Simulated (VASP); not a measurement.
# Ta12F in VASP: further runs

Ta12F is run at these levels: LDA; tasks: single point.

Everything below comes from runs of VASP 6.6.1. Logs are shortened: lines on timing, memory, paths and dates and some standing lists are left out, and cuts for length are marked.

## (1) The cell of the first run

The cell holds a slab with vacuum, 13 atoms: a = 5.634 Å, b = 5.634 Å, c = 21.444 Å, α = 90.00°, β = 90.00°, γ = 109.47°.

## (2) Single point, LDA, collinear spin

INCAR

```
SYSTEM = Ta12F
PREC = Accurate
ENCUT = 520
EDIFF = 1E-6
ISMEAR = 0
SIGMA = 0.1
LREAL = .FALSE.
LASPH = .TRUE.
NELM = 200
ALGO = Normal
ISIF = 2
LWAVE = .FALSE.
LCHARG = .FALSE.
ISPIN = 2
MAGMOM = 0 0 0 0 0 0 0 0 0 0 0 0 1
LORBIT = 11
LMAXMIX = 4
LDIPOL = .TRUE.
IDIPOL = 3
DIPOL = 0.5 0.5 0.305
NBANDS = 86
GGA_COMPAT = .FALSE.
NELMDL = -8
KPAR = 4
```

KPOINTS

```
regular mesh
0
G
  5 5 1
  0 0 0
```

POSCAR

```
Ta12F
1.0
    5.6341016702      0.0000000000      0.0000000000
   -1.8780338901      5.3118819959      0.0000000000
    0.0000000000      0.0000000000     21.4444204585
Ta F
12 1
Direct
    0.2500000000      0.2500000000      0.1865287060
    0.2500000000      0.7500000000      0.1865287060
    0.7500000000      0.2500000000      0.1865287060
    0.7500000000      0.7500000000      0.1865287060
    0.0000000000      0.0000000000      0.2901575821
    0.0000000000      0.5000000000      0.2901575821
    0.5000000000      0.0000000000      0.2901575821
    0.5000000000      0.5000000000      0.2901575821
    0.2500000000      0.2500000000      0.3937817054
    0.2500000000      0.7500000000      0.3937817054
    0.7500000000      0.2500000000      0.3937817054
    0.7500000000      0.7500000000      0.3937817054
    0.3333333333      0.3333333333      0.4772533013
```

Potentials or basis: VASP PAW LDA potentials, release 64 (Ta_pv, F).

The run is started by

```bash
> cat potpaw_LDA.64/Ta_pv/POTCAR potpaw_LDA.64/F/POTCAR > POTCAR
> mpirun -np 4 vasp_std > vasp.out
```

OUTCAR:

```text
SYSTEM = Ta12F
   PREC = Accurate
   ENCUT = 520
   EDIFF = 1E-6
   ISMEAR = 0
   LREAL = .FALSE.
   LASPH = .TRUE.
   NELM = 200
   ISIF = 2
   ISPIN = 2
   LORBIT = 11
   NELMDL = -8

 ion  position               nearest neighbor table
   1  0.250  0.250  0.187-   5 2.75   8 2.75   3 2.82   3 2.82   2 2.82   2 2.82   7 3.20   6 3.20
                             4 3.25   4 3.25
   2  0.250  0.750  0.187-   6 2.75   7 2.75   4 2.82   4 2.82   1 2.82   1 2.82   5 3.20   8 3.20
                             3 3.25   3 3.25
   3  0.750  0.250  0.187-   6 2.75   7 2.75   1 2.82   1 2.82   4 2.82   4 2.82   5 3.20   8 3.20
                             2 3.25   2 3.25
   4  0.750  0.750  0.187-   5 2.75   8 2.75   2 2.82   2 2.82   3 2.82   3 2.82   7 3.20   6 3.20
                             1 3.25   1 3.25
   5  0.000  0.000  0.290-   9 2.75  12 2.75   1 2.75   4 2.75   7 2.82   7 2.82   6 2.82   6 2.82
                            11 3.20  10 3.20   3 3.20   2 3.20   8 3.25   8 3.25
   6  0.000  0.500  0.290-  10 2.75  11 2.75   2 2.75   3 2.75   8 2.82   8 2.82   5 2.82   5 2.82
                             9 3.20  12 3.20   1 3.20   4 3.20   7 3.25   7 3.25
   7  0.500  0.000  0.290-  10 2.75  11 2.75   2 2.75   3 2.75   5 2.82   5 2.82   8 2.82   8 2.82
                             9 3.20  12 3.20   1 3.20   4 3.20   6 3.25   6 3.25
   8  0.500  0.500  0.290-   9 2.75  12 2.75   1 2.75   4 2.75   6 2.82   6 2.82   7 2.82   7 2.82
                            11 3.20  10 3.20   3 3.20   2 3.20   5 3.25   5 3.25
   9  0.250  0.250  0.394-  13 1.87   8 2.75   5 2.75  11 2.82  11 2.82  10 2.82  10 2.82   6 3.20
                             7 3.20  12 3.25  12 3.25
  10  0.250  0.750  0.394-   6 2.75   7 2.75  12 2.82  12 2.82   9 2.82   9 2.82   5 3.20   8 3.20
                            11 3.25  11 3.25
  11  0.750  0.250  0.394-   6 2.75   7 2.75   9 2.82   9 2.82  12 2.82  12 2.82   5 3.20   8 3.20
                            10 3.25  10 3.25
  12  0.750  0.750  0.394-   5 2.75   8 2.75  10 2.82  10 2.82  11 2.82  11 2.82   7 3.20   6 3.20
                             9 3.25   9 3.25
  13  0.333  0.333  0.477-   9 1.87

  LATTYP: Found a base centered orthorhombic cell.
 ALAT       =     6.5057002319
 B/A-ratio  =     1.4142135624
 C/A-ratio  =     3.2962509329

  Lattice vectors:

 A1 = (   5.6341016702,   0.0000000000,   0.0000000000)
 A2 = (  -1.8780338901,   5.3118819959,   0.0000000000)
 A3 = (   0.0000000000,   0.0000000000,  21.4444204585)

Analysis of symmetry for initial positions (statically):
=====================================================================
 Subroutine PRICEL returns:
 Original cell was already a primitive cell.

[... 964 lines left out ...]
      1     -35.9803      1.00000
      2     -35.7726      1.00000
      3     -35.7392      1.00000
      4     -35.6784      1.00000
      5     -35.5971      1.00000
      6     -35.5971      1.00000
[... 745 lines left out ...]
     80       0.1543      0.00000
     81       0.2868      0.00000
 [bands above 81 left out]

------------------------ aborting loop because EDIFF is reached ----------------------------------------

 vacuum level on the upper side and lower side of the slab       (xc-potential included)         0.066        -0.077

  FORCE on cell =-STRESS in cart. coord.  units (eV):
  Direction    XX          YY          ZZ          XY          YZ          ZX
  --------------------------------------------------------------------------------------
  -------------------------------------------------------------------------------------
  Total       -9.9954005     -9.0185314      4.0767564      1.3815015      1.1730572      0.8294767
  in kB      -24.9530346    -22.5143282     10.1774255      3.4488517      2.9284808      2.0707485
  external PRESSURE =     -12.4299791 kB  Pullay stress =       0.0000000 kB

 VOLUME and BASIS-vectors are now :
 -----------------------------------------------------------------------------
  energy-cutoff  :      520.00
  volume of cell :      641.78
      direct lattice vectors                 reciprocal lattice vectors
     5.634101670  0.000000000  0.000000000     0.177490585  0.062752398  0.000000000
    -1.878033890  5.311881996  0.000000000     0.000000000  0.188257194  0.000000000
     0.000000000  0.000000000 21.444420459     0.000000000  0.000000000  0.046632177

 POSITION                                       TOTAL-FORCE (eV/Angst)
 -----------------------------------------------------------------------------------
      0.93902      1.32797      4.00000        -0.024049     -0.034011     -0.031848
     -0.00000      3.98391      4.00000        -0.002860      0.036395     -0.044114
      3.75607      1.32797      4.00000         0.035267      0.009436     -0.044114
      2.81705      3.98391      4.00000         0.042369      0.059919     -0.041242
      0.00000      0.00000      6.22226        -0.286608     -0.405324     -0.538411
     -0.93902      2.65594      6.22226         0.002890     -0.031633      0.075203
      2.81705      0.00000      6.22226        -0.030788     -0.007819      0.075203
      1.87803      2.65594      6.22226         0.154793      0.218911     -0.137461
      0.93902      1.32797      8.44442        -0.571542     -0.808282      0.467898
     -0.00000      3.98391      8.44442        -0.377431      0.184731     -0.304665
      3.75607      1.32797      8.44442         0.299976     -0.294269     -0.304665
      2.81705      3.98391      8.44442         0.366736      0.518642     -0.461563
      1.25202      1.77063     10.23442         0.391245      0.553304      1.289779
 -----------------------------------------------------------------------------------
    total drift:                               -0.000198     -0.000279     -0.003685

  FREE ENERGIE OF THE ION-ELECTRON SYSTEM (eV)
  ---------------------------------------------------
  free  energy   TOTEN  =      -150.0980351269 eV

  energy  without entropy=     -150.0199291683  energy(sigma->0) =     -150.05898215

 vacuum level on the upper side and lower side of the slab         3.897         3.750

 total charge

# of ion       s       p       d       tot
------------------------------------------
    1        0.390   6.100   2.463   8.952
    2        0.390   6.100   2.465   8.955
    3        0.390   6.100   2.465   8.955
    4        0.389   6.099   2.468   8.956
    5        0.389   6.193   2.514   9.096
    6        0.389   6.197   2.501   9.087
    7        0.389   6.197   2.501   9.087
    8        0.390   6.195   2.509   9.093
    9        0.398   6.194   2.481   9.072
   10        0.388   6.094   2.485   8.966
   11        0.388   6.094   2.485   8.966
   12        0.389   6.093   2.493   8.974
   13        1.743   4.306   0.000   6.049
--------------------------------------------------
tot          6.419  77.963  29.829 114.211

 magnetization (x)

# of ion       s       p       d       tot
------------------------------------------
    1        0.000   0.000   0.000   0.000
    2        0.000   0.000   0.000   0.000
    3        0.000   0.000   0.000   0.000
    4       -0.000   0.000   0.000   0.000
    5       -0.000   0.000   0.000   0.000
    6        0.000   0.000   0.000   0.000
    7        0.000   0.000   0.000   0.000
    8        0.000   0.000   0.000   0.000
    9       -0.000   0.000  -0.000  -0.000
   10        0.000   0.000  -0.000  -0.000
   11        0.000   0.000  -0.000  -0.000
   12        0.000   0.000   0.000   0.000
   13       -0.000  -0.000   0.000  -0.000
--------------------------------------------------
tot          0.000   0.000   0.000   0.000
```

OSZICAR:

```text
N       E                     dE             d eps       ncg     rms          rms(c)
DAV:   1     0.123464404040E+04    0.12346E+04   -0.77367E+04  3864   0.141E+03
DAV:   2    -0.888682977886E+02   -0.13235E+04   -0.12950E+04  3634   0.383E+02
DAV:   3    -0.158541320728E+03   -0.69673E+02   -0.66543E+02  3724   0.754E+01
[... 27 lines left out ...]
DAV:  31    -0.150098029460E+03   -0.37215E-05   -0.28033E-06  2456   0.423E-03    0.242E-03
DAV:  32    -0.150098030752E+03   -0.12922E-05   -0.38115E-07  2136   0.234E-03    0.156E-03
DAV:  33    -0.150098033263E+03   -0.25107E-05   -0.31119E-07  2120   0.154E-03    0.127E-03
DAV:  34    -0.150098034460E+03   -0.11972E-05   -0.16649E-07  2072   0.111E-03    0.106E-03
DAV:  35    -0.150098035127E+03   -0.66684E-06   -0.79574E-08  1912   0.102E-03
   1 F= -.15009804E+03 E0= -.15005898E+03  d E =-.781060E-01  mag=     0.0002
```

It took 22 min on 4 MPI ranks of Intel Xeon Platinum 8259CL at 2.50GHz (Skylake/Cascade Lake), shared host; peak memory 1 GiB.

What came out:

- Free energy: -150.0980 eV
- Largest force: 1.457 eV/Å
- Net moment: 0.00 μB per cell
- Valence electrons inside the program's atomic spheres: Ta 8.95, 8.96, 9.10, 9.09, 9.07, 8.97 (each value once); F 6.05

Forces on the atoms (eV/Å):
```
Ta  -0.024 -0.034 -0.032
Ta  -0.003  0.036 -0.044
Ta   0.035  0.009 -0.044
Ta   0.042  0.060 -0.041
Ta  -0.287 -0.405 -0.538
Ta   0.003 -0.032  0.075
Ta  -0.031 -0.008  0.075
Ta   0.155  0.219 -0.137
Ta  -0.572 -0.808  0.468
Ta  -0.377  0.185 -0.305
Ta   0.300 -0.294 -0.305
Ta   0.367  0.519 -0.462
F    0.391  0.553  1.290
```

Caveat: spin-orbit coupling is left out, which moves the levels of the heavy elements.

## (3) Single point, LDA, collinear spin

INCAR

```
PREC = Accurate
ENCUT = 520
EDIFF = 1E-6
ISMEAR = 0
SIGMA = 0.1
LREAL = False
LASPH = True
NELM = 200
ALGO = Normal
ISIF = 2
LWAVE = False
LCHARG = False
ISPIN = 2
MAGMOM = 0 0 0 0 0 0 0 0 0 0 0 0 1
LORBIT = 11
LMAXMIX = 4
LDIPOL = True
IDIPOL = 3
DIPOL = 0.5 0.5 0.308
NBANDS = 86
GGA_COMPAT = False
NELMDL = -8
KPAR = 4
```

KPOINTS

```
regular mesh
0
Gamma
  5 5 1
```

POSCAR, as its differences from that of step 2:

```diff
@@ -20,2 +20,2 @@
     0.7500000000      0.7500000000      0.3937817054
-    0.3333333333      0.3333333333      0.4772533013
+    0.3333333333      0.3333333333      0.5257507649
```

Potentials or basis: VASP PAW LDA potentials, release 64 (Ta_pv, F).

The run is started by

```bash
> cat potpaw_LDA.64/Ta_pv/POTCAR potpaw_LDA.64/F/POTCAR > POTCAR
> mpirun -np 4 vasp_std > vasp.out
```

Wall time 17 min (4 MPI ranks of Intel Xeon Platinum 8488C (Sapphire Rapids), shared host); peak memory 1 GiB.

Results (log left out):

* Free energy: -147.4717 eV
* Largest force: 2.713 eV/Å
* Net moment: 0.00 μB per cell
* Valence electrons inside the program's atomic spheres: Ta 8.96, 9.09, 8.91, 8.95 (each value once); F 5.91

Forces in eV/Å, atoms in the order of the input:
```
Ta  -0.017 -0.023 -0.085
Ta   0.006  0.005 -0.049
Ta   0.003  0.008 -0.049
Ta   0.019  0.026 -0.024
Ta  -0.063 -0.090 -0.168
Ta   0.034 -0.018  0.032
Ta  -0.029  0.026  0.032
Ta   0.038  0.053  0.016
Ta   0.090  0.128  2.429
Ta  -0.142  0.028  0.285
Ta   0.073 -0.124  0.285
Ta   0.068  0.097  0.006
F   -0.081 -0.114 -2.709
```

Levels at points of the mesh, in eV from the Fermi level:
Spin up:
```tsv
k point	band 65	band 66	band 67	band 68	band 69	band 70	band 71	band 72	band 73	band 74
(0.00, 0.00, 0.00)	-0.16	-0.14	0.18	0.28	0.54	0.74	0.80	0.98	1.19	1.37
```
Spin down:
```csv
k point,band 66,band 67,band 68,band 69,band 70,band 71,band 72,band 73
"(0.00, 0.00, 0.00)",-0.14,0.18,0.28,0.54,0.74,0.80,0.98,1.19
```

Caveat: spin-orbit coupling is left out, which moves the levels of the heavy elements.
